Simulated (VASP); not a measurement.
ZnS, 4 atoms in the cell. The structure is hexagonal, space group P6_3mc (No. 186). The conventional cell has a = 3.844 Å, b = 3.844 Å, c = 6.304 Å, α = 90.00°, β = 90.00°, γ = 120.00°. Within 3.1 Å of Zn (site symmetry 3m) lie 4 S at 2.36 Å. Within 3.1 Å of S (site symmetry 3m) lie 4 Zn at 2.36 Å. 

```yaml
Program: VASP 6.6.1
Task: relaxation of cell and atoms
Functional: PBEsol
Potentials_or_basis: VASP PAW PBE potentials, release 64 (Zn, S)
Cutoff: 600 eV
k_mesh: 12 × 12 × 4
Occupations: fermi-dirac, width 0.02 eV
Spin: no spin polarisation
Dipole_correction: no
Further_INCAR_settings: ALGO = Normal; EDIFF = 1e-06; IBRION = 2; EDIFFG = -0.005; NSW = 80; ISIF = 3
```

Potentials or basis: VASP PAW PBE potentials, release 64 (Zn, S).

Command:

```sh
$ cat potpaw_PBE.64/Zn/POTCAR potpaw_PBE.64/S/POTCAR > POTCAR
$ mpirun -np 1 vasp_std > vasp.out
```

Hardware: 1 thread of Intel(R) Xeon(R) 6975P-C (Granite Rapids) (shared host).

Estimate the wall time of this run.

It took 3.3 min on 1 thread of Intel(R) Xeon(R) 6975P-C (Granite Rapids), with other jobs on the host, peak memory 0.29 GiB. Counts: scf iterations 60, k points 57, ion steps 9.
